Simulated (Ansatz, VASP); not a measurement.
One calculation of TaN, two programs

```
CELL_PARAMETERS angstrom
0.00000 2.17900 2.17900
2.17900 0.00000 2.17900
2.17900 2.17900 0.00000
ATOMIC_POSITIONS crystal
Ta 0.50000 0.50000 0.50000
N 0.00000 0.00000 0.00000
```

Alike in both runs: task single point; functional PBEsol; k mesh 13 × 13 × 13; no spin polarisation.

|  | VASP | Ansatz |
| --- | --- | --- |
| version | VASP 6.6.1 | Ansatz 0.2.0 |
| potentials or method | VASP PAW PBE potentials, release 64 (Ta_pv, N) | plane waves, PAW |
| plane-wave cutoff (eV) | 520 | 420 |
| occupations | fermi-dirac, width 0.1 eV | fermi-dirac |
| valence electrons in the cell | 16 | 18 |

Ansatz gave:

```
pressure (GPa) : 4.5
```

**Question.** Which values does VASP return?

**Answer.** Pressure (GPa): 5.5.

VASP's potentials were made for PBE, not for PBEsol. VASP's potentials hold 16 valence electrons a cell and Ansatz's 18, so a difference there can come from the potentials and not from the codes. Ansatz's warnings: stress scf threshold loose.

Spin-orbit coupling is off throughout.
